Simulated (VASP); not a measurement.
# Al3Ga2As5 in VASP: further runs, part 2 of 2

VASP 6.6.1. The steps go on from the part before.

### Step 3. Single point, PBE

INCAR

```
PREC     = Accurate       # precision mode
ENCUT    = 500            # plane-wave cutoff, eV
EDIFF    = 1E-6           # SCF threshold, eV
ISMEAR   = 0              # smearing method
SIGMA    = 0.1            # smearing width, eV
LREAL    = False          # projectors in reciprocal space
LASPH    = True           # aspherical terms in the spheres
NELM     = 120            # most SCF steps
ALGO     = Normal         # electronic algorithm
ISIF     = 2              # what is computed and relaxed
LWAVE    = False          # write WAVECAR
LCHARG   = False          # write CHGCAR
GGA      = PE             # functional
NBANDS   = 41             # bands
GGA_COMPAT= False
```

KPOINTS

```
Automatic mesh
0
Gamma
  4 4 4
```

POSCAR

```
Al3Ga2As5
1.0
   -4.0801431126     -0.0002800966     -0.0000436888
   -0.0002817827      0.0001444174      5.7039397798
    2.0420576937     10.1393371149     -2.8516993852
Al Ga As
3 2 5
Direct
    0.9999255126     -0.0003555791      0.0000135503
    0.7998686255      0.7992968794      0.5998158816
    0.2001305139      0.1994452224      0.4002097148
    0.6000798248      0.5995420533      0.1999940682
    0.3999816093      0.3995803396      0.7999754029
    0.1001405887      0.3487529323      0.2001371844
    0.4999302498      0.7520666678     -0.0000038136
    0.8999311981      0.1486686474      0.7998751641
    0.2997283219      0.5512909024      0.5995086994
    0.7002835555      0.9517109344      0.4004741477
```

Potentials or basis: VASP PAW PBE potentials, release 64 (Al, Ga_d, As).

Run with:

```console
cat potpaw_PBE.64/Al/POTCAR potpaw_PBE.64/Ga_d/POTCAR potpaw_PBE.64/As/POTCAR > POTCAR
mpirun -np 1 vasp_std > vasp.out
```

OUTCAR:

```text
PREC = Accurate
   ENCUT = 500
   EDIFF = 1E-6
   ISMEAR = 0
   LREAL = False
   LASPH = True
   NELM = 120
   ISIF = 2
   GGA = PE

 ion  position               nearest neighbor table
   1  1.000  1.000  0.000-   6 2.48   8 2.48   7 2.48   7 2.48
   2  0.800  0.799  0.600-   8 2.48  10 2.48   9 2.48   9 2.48
   3  0.200  0.199  0.400-   6 2.48   9 2.48  10 2.48  10 2.48
   4  0.600  0.600  0.200-   7 2.49  10 2.49   6 2.49   6 2.49
   5  0.400  0.400  0.800-   7 2.49   9 2.49   8 2.49   8 2.49
   6  0.100  0.349  0.200-   1 2.48   3 2.48   4 2.49   4 2.49
   7  0.500  0.752  1.000-   1 2.48   1 2.48   4 2.49   5 2.49
   8  0.900  0.149  0.800-   1 2.48   2 2.48   5 2.49   5 2.49
   9  0.300  0.551  0.600-   3 2.48   2 2.48   2 2.48   5 2.49
  10  0.700  0.952  0.400-   2 2.48   3 2.48   3 2.48   4 2.49

  LATTYP: Found a triclinic cell.
 ALAT       =    10.7281579337
 B/A-ratio  =     0.5316793269
 C/A-ratio  =     0.3803209412
 COS(alpha) =     0.0000386920
 COS(beta)  =     0.1899338755
 COS(gamma) =     0.2658941200

  Lattice vectors:

 A1 = (   2.0383672016, -10.1392014357,  -2.8521967058)
 A2 = (   0.0002817827,  -0.0001444174,  -5.7039397798)
 A3 = (   4.0801431126,   0.0002800966,   0.0000436888)

Analysis of symmetry for initial positions (statically):
=====================================================================
 Subroutine PRICEL returns:
 Original cell was already a primitive cell.

 Routine SETGRP: Setting up the symmetry group for a
 triclinic supercell.

 Subroutine GETGRP returns: Found  1 space group operations
 (whereof  1 operations were pure point group operations)
 out of a pool of  2 trial point group operations.

The static configuration has the point symmetry C_1 .

Analysis of symmetry for dynamics (positions and initial velocities):
=====================================================================
 Subroutine PRICEL returns:
 Original cell was already a primitive cell.

 Routine SETGRP: Setting up the symmetry group for a
 triclinic supercell.

 Subroutine GETGRP returns: Found  1 space group operations
 (whereof  1 operations were pure point group operations)
 out of a pool of  2 trial point group operations.

The dynamic configuration has the point symmetry C_1 .

 Subroutine INISYM returns: Found  1 space group operations
 (whereof  1 operations are pure point group operations),
 and found     1 'primitive' translations

----------------------------------------------------------------------------------------

                                     Primitive cell

  volume of cell :     235.9701

  direct lattice vectors                    reciprocal lattice vectors
    -4.080143113 -0.000280097 -0.000043689    -0.245092831  0.049357823 -0.000013358
    -0.000281783  0.000144417  5.703939780    -0.000005262  0.049308920  0.175316170
     2.042057694 10.139337115 -2.851699385    -0.000006771  0.098626438 -0.000002497

  length of vectors
     4.080143122  5.703939789 10.728855770     0.250013381  0.182118448  0.098626438

  position of ions in fractional coordinates (direct lattice)
     0.999925513  0.999644421  0.000013550
[... 73 lines left out ...]
  0.000000  0.250000  0.500000      2.000000
  0.250000  0.250000  0.250000      2.000000
 [... further k-points ...]
   k-points           NKPTS =     36   k-points in BZ     NKDIM =     36   number of bands    NBANDS=     41
   number of dos      NEDOS =    301   number of ions     NIONS =     10
   total plane-waves  NPLWV = 100800
   dimension x,y,z NGX =    30 NGY =   42 NGZ =   80
   dimension x,y,z NGXF=    60 NGYF=   84 NGZF=  160
   ions per type =               3   2   5
   NGX,Y,Z   is equivalent  to a cutoff of  12.22, 12.24, 12.40 a.u.
   NGXF,Y,Z  is equivalent  to a cutoff of  24.45, 24.48, 24.79 a.u.
 SYSTEM =  unknown system
   PREC   = accura    normal or accurate (medium, high low for compatibility)
   ISTART =      0    job   : 0-new  1-cont  2-samecut
   ICHARG =      2    charge: 1-file 2-atom 10-const
   ISPIN  =      1    spin polarized calculation?
   LNONCOLLINEAR =      F non collinear calculations
   LSORBIT =      F    spin-orbit coupling
   LASPH  =      T    aspherical Exc in radial PAW
   ENCUT  =  500.0 eV  36.75 Ry    6.06 a.u.   7.44 10.40 19.56*2*pi/ulx,y,z
   NELM   =    120;   NELMIN=  2; NELMDL= -5     # of ELM steps
   EDIFF  = 0.1E-05   stopping-criterion for ELM
   LREAL  =      F    real-space projection
   EDIFFG = 0.1E-04   stopping-criterion for IOM
   NSW    =      0    number of steps for IOM
   IBRION =     -1    ionic relax: 0-MD 1-quasi-New 2-CG
   NFREE  =      0    steps in history (QN), initial steepest desc. (CG)
   ISIF   =      2    stress and relaxation
   ISYM   =      2    0-nonsym 1-usesym 2-fastsym
   POTIM  = 0.5000    time-step for ionic-motion
   TEBEG  =    0.0;   TEEND  =   0.0 temperature during run
   PSTRESS=    0.0 pullay stress
   NELECT =      60.0000    total number of electrons
   NUPDOWN=      -1.0000    fix difference up-down
   EMIN   =  10.00;   EMAX   =-10.00  energy-range for DOS
   EFERMI =   0.00;   METHOD = LEGACY
   ISMEAR =     0;   SIGMA  =   0.10  broadening in eV -4-tet -1-fermi 0-gaus
   EFERMI_NEDOS =   21; number of points for ismear=-14 and -15
   IALGO  =     38    algorithm
   IMIX   =      4    mixing-type and parameters
     AMIX     =   0.40;   BMIX     =  1.00
     AMIX_MAG =   1.60;   BMIX_MAG =  1.00
  volume/ion in A,a.u.               =      23.60       159.24
  Fermi-wavevector in a.u.,A,eV,Ry     =   1.037145  1.959920 14.635383  1.075670
  Thomas-Fermi vector in A             =   2.171569
   LORBIT       =      0    0 simple, 1 ext, 2 COOP (PROOUT), +10 PAW based schemes
   GGA     = PE    functional components
   LHFCALC =     F    Hartree Fock is set to
   AEXX    =    0.0000 exact exchange contribution
   IVDW    =     0    specifies the selected vdW correction
   LEPSILON=     F    determine dielectric tensor
   LRPA    =     F    only Hartree local field effects (RPA)
 non-spin polarized calculation
 Gauss-broadening in eV      SIGMA  =   0.10
  energy-cutoff  :      500.00
  volume of cell :      235.97
 maximum number of plane-waves:      6033
 NGX is ok and might be reduce to    30

 number of electron      60.0000029 magnetization

 Free energy of the ion-electron system (eV)
  ---------------------------------------------------
  ext. energy  EPLUGINS =         0.00000000
  ---------------------------------------------------
  free energy    TOTEN  =       -44.57759588 eV

  energy without entropy =      -44.57759588  energy(sigma->0) =      -44.57759588

 E-fermi :   4.0258     XC(G=0):  -9.0870

 val. band max:        3.5555318557   @ k =   0.0000   0.0000   0.0000
 cond. band min:       4.6229344440   @ k =   0.0000   0.0000   0.0000
 fundamental gap:      1.0674025883
 Fermi energy:         4.0257791472

 k-point     1 :       0.0000    0.0000    0.0000
  band No.  band energies     occupation
      1     -11.0069      2.00000
      2     -10.9868      2.00000
      3     -10.9865      2.00000
      4     -10.9611      2.00000
      5     -10.9480      2.00000
      6     -10.9471      2.00000
[... 1045 lines left out ...]
     40       8.9061      0.00000
     41       9.0109      0.00000

 [... further k-points ...]

------------------------ aborting loop because EDIFF is reached ----------------------------------------

  FORCE on cell =-STRESS in cart. coord.  units (eV):
  Direction    XX          YY          ZZ          XY          YZ          ZX
  --------------------------------------------------------------------------------------
  -------------------------------------------------------------------------------------
  Total        0.2380670      0.2323017      0.2204508     -0.0112929     -0.0036035      0.0025922
  in kB        1.6164146      1.5772696      1.4968050     -0.0766761     -0.0244671      0.0176002
  external PRESSURE =       1.5634964 kB  Pullay stress =       0.0000000 kB

 VOLUME and BASIS-vectors are now :
 -----------------------------------------------------------------------------
  energy-cutoff  :      500.00
  volume of cell :      235.97
      direct lattice vectors                 reciprocal lattice vectors
    -4.080143113 -0.000280097 -0.000043689    -0.245092831  0.049357823 -0.000013358
    -0.000281783  0.000144417  5.703939780    -0.000005262  0.049308920  0.175316170
     2.042057694 10.139337115 -2.851699385    -0.000006771  0.098626438 -0.000002497

 POSITION                                       TOTAL-FORCE (eV/Angst)
 -----------------------------------------------------------------------------------
     -4.08009      0.00000      5.70183        -0.000403     -0.000815     -0.004901
     -2.03895      6.08163      2.84861        -0.000335     -0.001620     -0.000279
      0.00063      4.05783     -0.00366        -0.000266      0.001100      0.000047
     -2.04018      2.02773      2.84940         0.000635     -0.001490     -0.000124
      0.00150      8.11117     -0.00212         0.000153      0.002932     -0.000670
      0.00001      2.02928      1.41853         0.000125      0.002322     -0.003085
      0.00205     10.13927      1.43803        -0.000442     -0.000435      0.008461
     -2.03850      8.10997     -1.43305        -0.000017     -0.002064     -0.003988
      0.00114      6.07862      1.43490         0.000021     -0.005084      0.001607
     -2.03973      4.06048      4.28644         0.000529      0.005154      0.002931
 -----------------------------------------------------------------------------------
    total drift:                               -0.000018      0.000311      0.000102

  FREE ENERGIE OF THE ION-ELECTRON SYSTEM (eV)
  ---------------------------------------------------
  free  energy   TOTEN  =       -44.5775958842 eV

  energy  without entropy=      -44.5775958842  energy(sigma->0) =      -44.57759588
```

Run time: 7 min. Hardware: 1 thread of Oxide Virtual Turin-like, shared host; peak memory 0.44 GiB.

Results:

```yaml
Free_energy: -44.5776 eV
Pressure: 0.2 GPa
Largest_force: 0.008 eV/Å
Band_gap_on_the_k_mesh: 1.07 eV
```

Forces on the atoms (eV/Å):
```
Al   0.000 -0.001 -0.005
Al   0.000 -0.002  0.000
Al   0.000  0.001  0.000
Ga   0.001 -0.001  0.000
Ga   0.000  0.003 -0.001
As   0.000  0.002 -0.003
As   0.000  0.000  0.008
As   0.000 -0.002 -0.004
As   0.000 -0.005  0.002
As   0.001  0.005  0.003
```

Levels at points of the mesh, in eV from the valence-band top:
| k point | band 28 | band 29 | band 30 | band 31 | band 32 | band 33 |
| --- | --- | --- | --- | --- | --- | --- |
| (0.00, 0.00, 0.00) | -0.04 | 0.00 | 0.00 | 1.07 | 1.88 | 2.02 |
| (0.50, 0.00, 0.00) | -2.22 | -1.36 | -1.32 | 1.52 | 1.85 | 2.34 |
| (0.00, 0.50, 0.00) | -1.16 | -0.94 | -0.88 | 1.34 | 2.14 | 2.39 |
| (0.00, 0.50, 0.50) | -1.16 | -0.94 | -0.88 | 1.34 | 2.14 | 2.39 |
| (0.50, 0.50, 0.00) | -1.34 | -0.92 | -0.87 | 1.47 | 3.00 | 3.06 |
| (0.50, 0.50, 0.50) | -1.34 | -0.92 | -0.87 | 1.47 | 3.00 | 3.06 |
| (0.00, 0.00, 0.50) | -0.72 | -0.21 | -0.12 | 1.49 | 1.77 | 2.37 |
| (0.50, 0.00, 0.50) | -2.22 | -1.36 | -1.32 | 1.52 | 1.85 | 2.34 |

### Step 4. Single point, PBE

This run uses another cell than the first one, of the same volume but with other edges.

INCAR

```
PREC = Accurate
ENCUT = 500
EDIFF = 1E-6
ISMEAR = 0
SIGMA = 0.1
LREAL = False
LASPH = True
NELM = 120
ALGO = Normal
ISIF = 2
LWAVE = False
LCHARG = False
GGA = PE
NBANDS = 41
GGA_COMPAT = False
```

KPOINTS

```
regular mesh
0
Gamma
  6 6 6
```

POSCAR

```
Al3Ga2As5
1.0
   -2.0281111000     10.1416344000      2.8667651000
    2.0281111000    -10.1416344000      2.8667651000
    2.0281111000     10.1416344000     -2.8667651000
Al Ga As
3 2 5
Direct
    0.0001290000      0.0001290000      0.0000000000
    0.7997190000      0.9998340000      0.7998850000
    0.1999490000      0.9998340000      0.2001150000
    0.6000580000      0.0000650000      0.5999930000
    0.4000720000      0.0000650000      0.4000070000
    0.3484770000      0.2484040000      0.1000730000
    0.7514710000      0.2514710000      0.5000000000
    0.1483310000      0.2484040000      0.8999270000
    0.5506490000      0.2508965000      0.2997525000
    0.9511440000      0.2508965000      0.7002475000
```

Potentials or basis: VASP PAW PBE potentials, release 64 (Al, Ga_d, As).

Run with:

```console
cat potpaw_PBE.64/Al/POTCAR potpaw_PBE.64/Ga_d/POTCAR potpaw_PBE.64/As/POTCAR > POTCAR
mpirun -np 1 vasp_std > vasp.out
```

OUTCAR:

```text
PREC = Accurate
   ENCUT = 500
   EDIFF = 1E-6
   ISMEAR = 0
   LREAL = False
   LASPH = True
   NELM = 120
   ISIF = 2
   GGA = PE

 ion  position               nearest neighbor table
   1  0.000  0.000  0.000-   7 2.48   7 2.48   8 2.48   6 2.48
   2  0.800  1.000  0.800-   8 2.48   9 2.48   9 2.48  10 2.48
   3  0.200  1.000  0.200-   6 2.48  10 2.48  10 2.48   9 2.48
   4  0.600  0.000  0.600-   7 2.49   6 2.49   6 2.49  10 2.49
   5  0.400  0.000  0.400-   7 2.49   8 2.49   8 2.49   9 2.49
[... 1279 lines left out ...]
  Total        0.3445679      0.2061915      0.1568549      0.0000000      0.0000000      0.0000000
  in kB        2.3406347      1.4006497      1.0655082      0.0000000      0.0000000      0.0000000
  external PRESSURE =       1.6022642 kB  Pullay stress =       0.0000000 kB

 VOLUME and BASIS-vectors are now :
 -----------------------------------------------------------------------------
  energy-cutoff  :      500.00
  volume of cell :      235.86
      direct lattice vectors                 reciprocal lattice vectors
    -2.028111100 10.141634400  2.866765100     0.000000000  0.049301718  0.174412616
     2.028111100-10.141634400  2.866765100     0.246534818  0.000000000  0.174412616
     2.028111100 10.141634400 -2.866765100     0.246534818  0.049301718  0.000000000

 POSITION                                       TOTAL-FORCE (eV/Angst)
 -----------------------------------------------------------------------------------
      0.00000      0.00000      0.00074        -0.000000     -0.000000     -0.004279
      2.02811      6.08265      2.86581        -0.000000      0.000639     -0.002854
      2.02811     -6.08265      2.86581        -0.000000     -0.000639     -0.002854
      0.00000     12.16982      0.00037         0.000000     -0.000179     -0.003974
      0.00000      8.11345      0.00037        -0.000000      0.000179     -0.003974
      0.00000      2.02981      1.42423        -0.000000      0.000864      0.000716
      0.00000     10.14163      1.44182        -0.000000     -0.000000      0.007701
      2.02811      8.11183     -1.44253         0.000000     -0.000864      0.000716
      0.00000      6.07996      1.43852         0.000000     -0.003011      0.004401
      0.00000     14.20331      1.43852         0.000000      0.003011      0.004401
 -----------------------------------------------------------------------------------
    total drift:                               -0.000002      0.000000      0.000059

  FREE ENERGIE OF THE ION-ELECTRON SYSTEM (eV)
  ---------------------------------------------------
  free  energy   TOTEN  =       -44.6735494355 eV

  energy  without entropy=      -44.6735494355  energy(sigma->0) =      -44.67354944
```

stdout:

```text
POSCAR found type information on POSCAR AlGaAs
 POSCAR found :  3 types and      10 ions
 scaLAPACK will be used
 LDA part: xc-table for (Slater+PW92), standard interpolation
 POSCAR, INCAR and KPOINTS ok, starting setup
 FFT: planning ... GRIDC
 FFT: planning ... GRID_SOFT
 FFT: planning ... GRID
 WAVECAR not read
 entering main loop
```

It took 32 min on 1 thread of Oxide Virtual Turin-like, shared host; peak memory 1.1 GiB.

What came out:

```yaml
Free_energy: -44.6735 eV
Pressure: 0.2 GPa
Largest_force: 0.008 eV/Å
Band_gap_on_the_k_mesh: 1.08 eV
```

Forces in eV/Å, atoms in the order of the input:
```
Al   0.000  0.000 -0.004
Al   0.000  0.001 -0.003
Al   0.000 -0.001 -0.003
Ga   0.000  0.000 -0.004
Ga   0.000  0.000 -0.004
As   0.000  0.001  0.001
As   0.000  0.000  0.008
As   0.000 -0.001  0.001
As   0.000 -0.003  0.004
As   0.000  0.003  0.004
```

Stress tensor (GPa, compression positive):
```
0.23 0.00 0.00
0.00 0.14 0.00
0.00 0.00 0.11
```

### Step 5. The runs side by side

```csv
cell,k mesh,gap on the mesh (eV),pressure (GPa),largest force (eV/Å)
"a = 4.056, b = 5.734, c = 10.732 Å, angles 105.5, 100.9, 90.0°, 10 atoms, atomic positions A",4 × 4 × 4,1.08,0.2,0.02
"a = 4.080, b = 5.704, c = 10.729 Å, angles 105.4, 101.0, 90.0°, 10 atoms, atomic positions B",4 × 4 × 4,1.07,0.2,0.01
"a = 10.732 Å, angles 158.2, 38.2, 149.0°, 10 atoms, atomic positions A",6 × 6 × 6,1.08,0.2,0.01
```

Alike in all rows: task single point; level PBE; potentials or basis VASP PAW PBE potentials, release 64 (Al, Ga_d, As); no spin polarisation; cutoff (eV) 500; smearing gaussian 0.1 eV.

Total energies depend on the potentials used, so only differences within one code and one set of settings carry meaning.
